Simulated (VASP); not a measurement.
A run of VASP 6.6.1 is set up as follows.

File INCAR:

```
SYSTEM = Cu
PREC = Accurate ; ENCUT = 600
EDIFF = 1E-7 ; ISMEAR = 0
SIGMA = 0.1 ; LREAL = .FALSE.
LASPH = .TRUE. ; NELM = 100
ALGO = Normal ; ISIF = 3
LWAVE = .FALSE. ; LCHARG = .FALSE.
GGA = PS ; IBRION = 2
NSW = 80 ; EDIFFG = -0.05
PSTRESS = 211.0
```

Contents of KPOINTS:

```
regular mesh
0
G
  10 10 10
  0 0 0
```

File POSCAR:

```
Cu
1.0
    0.0000000000      1.8075000000      1.8075000000
    1.8075000000      0.0000000000      1.8075000000
    1.8075000000      1.8075000000      0.0000000000
Cu
1
Direct
    0.0000000000      0.0000000000      0.0000000000
```

Potentials or basis: VASP PAW PBE potentials, release 64 (Cu).

Run with:

```bash
$ cat potpaw_PBE.64/Cu/POTCAR > POTCAR
$ mpirun -np 1 vasp_std > vasp.out
```

Task: Estimate the relaxed cell.

Result: a = 2.441 Å, b = 2.441 Å, c = 2.441 Å, α = 60.00°, β = 60.00°, γ = 60.00°.

Task: Predict the relaxed volume.

Result: 10.29 Å³/atom.

Task: Estimate the space group after relaxing (to 0.05 Å).

Result: Fm-3m (No. 225).

Step by step:
```
step  energy change (eV)  largest force (eV/Å)  pressure (GPa)  volume (Å³)
   1              0.0000                0.0000           -5.60        11.81
   2              0.5075                0.0000           82.17         8.76
   3              0.0501                0.0000           19.80        10.33
   4              0.0552                0.0000           20.82        10.29
```

Caveat: the cell is relaxed towards a set pressure, so the enthalpy falls and the energy may rise; the PAW data sets were made with another functional, which shifts forces and pressure a little.
